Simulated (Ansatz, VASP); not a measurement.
# Sr in VASP and in Ansatz

```xyz
2
Lattice="4.1242 0.0000 0.0000 -2.0621 3.5717 0.0000 0.0000 0.0000 6.7596" Properties=species:S:1:pos:R:3 pbc="T T T"
Sr    0.0000    2.3811    1.6899
Sr    2.0621    1.1906    5.0697
```

Change from the starting cell: volume scaled by 0.95, LAPW.

Alike in both runs: task single point; functional PBEsol; k mesh 12 × 12 × 6; occupations fermi-dirac, width 0.1 eV; no spin polarisation.

|  | VASP | Ansatz |
| --- | --- | --- |
| version | VASP 6.6.1 | Ansatz 0.2.0 |
| potentials or method | VASP PAW PBE potentials, release 64 (Sr_sv), cutoff 520 eV | all-electron LAPW, scalar-relativistic |

```tsv
	VASP	Ansatz	Ansatz less VASP
pressure (GPa)	0.7	0.7	-0.01
```

VASP's potentials were made for PBE, not for PBEsol. Ansatz ran all-electron here, and VASP with PAW potentials.
